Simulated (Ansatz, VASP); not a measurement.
**One calculation of B2As3, two programs**

INCAR

```
SYSTEM = B2As3
ALGO = Normal
EDIFF = 1E-7
EDIFFG = -0.08
ENCUT = 600
GGA = PE
IBRION = 2
ISIF = 3
ISMEAR = 0
LASPH = .TRUE.
LCHARG = .FALSE.
LREAL = .FALSE.
LWAVE = .FALSE.
NELM = 60
NSW = 36
PREC = Accurate
SIGMA = 0.2
```

The input KPOINTS:

```
k-points
0
G
  5 5 1
  0 0 0
```

POSCAR

```
B2As3
1.0
    3.4500000000      0.0000000000      0.0000000000
   -1.7250000000      2.9877876400      0.0000000000
    0.0000000000      0.0000000000     16.1000000000
B As
4 6
Direct
    0.6666666700      0.3333333300      0.8280000000
    0.0000000000      0.0000000000      0.6560000000
    0.3333333300      0.6666666700      0.1720000000
    0.0000000000      0.0000000000      0.3440000000
    0.6666666700      0.3333333300      0.9565000000
    0.0000000000      0.0000000000      0.7845000000
    0.3333333300      0.6666666700      0.6124000000
    0.3333333300      0.6666666700      0.0435000000
    0.0000000000      0.0000000000      0.2155000000
    0.6666666700      0.3333333300      0.3876000000
```

Input for Ansatz:

```yaml
crystal:
  lattice:
    - [3.45, 0.0, 0.0]
    - [-1.725, 2.98778764, 0.0]
    - [0.0, 0.0, 16.1]
  atoms:
    - { symbol: B, position: [0.66666667, 0.33333333, 0.828] }
    - { symbol: B, position: [0.0, 0.0, 0.656] }
    - { symbol: B, position: [0.33333333, 0.66666667, 0.172] }
    - { symbol: B, position: [0.0, 0.0, 0.344] }
    - { symbol: As, position: [0.66666667, 0.33333333, 0.9565] }
    - { symbol: As, position: [0.0, 0.0, 0.7845] }
    - { symbol: As, position: [0.33333333, 0.66666667, 0.6124] }
    - { symbol: As, position: [0.33333333, 0.66666667, 0.0435] }
    - { symbol: As, position: [0.0, 0.0, 0.2155] }
    - { symbol: As, position: [0.66666667, 0.33333333, 0.3876] }
basis:
  ecutwfc: 420
kpoints:
  mp_grid: { grid: [5, 5, 1] }
hamiltonian:
  xc: pbe
scf:
  occupations: { method: gaussian, width: 0.2 }
  lower_state_search: "off"
output:
  forces: true
  stress: true
  eigenvalues: true
relax:
  adjacent_minimum: "off"
  f_tol: 0.08
  max_steps: 16
  cell: { stress_tol: 0.8 }
```

Alike in both runs: task relaxation of cell and atoms; functional PBE; k mesh 5 × 5 × 1; occupations gaussian, width 0.2 eV; no spin polarisation.

|  | VASP | Ansatz |
| --- | --- | --- |
| version | VASP 6.6.1 | Ansatz 0.2.0 |
| potentials or method | VASP PAW PBE potentials, release 64 (B, As), cutoff 600 eV | scalar-relativistic, plane waves, PAW |
| valence electrons in the cell | 42 | 102 |

VASP gave:

```
gap on the k mesh at the Fermi level, each at its own relaxed structure (eV) : none
relaxed volume (Å³/atom)                                                     : 15.73
relaxed length of the cell vector where the two differ most in proportion (Å)              : 3.453
```

What did Ansatz give for the same quantities?

gap on the k mesh at the Fermi level, each at its own relaxed structure (eV): none; relaxed volume (Å³/atom): 15.66; relaxed length of the cell vector where the two differ most in proportion (Å): 3.445.

A gap of «none» marks a metal or a gap that the smearing closes. VASP's potentials hold 42 valence electrons a cell and Ansatz's 102, so a difference there can come from the potentials and not from the codes.

The k mesh is coarse, so the values compare programs but aren't converged.
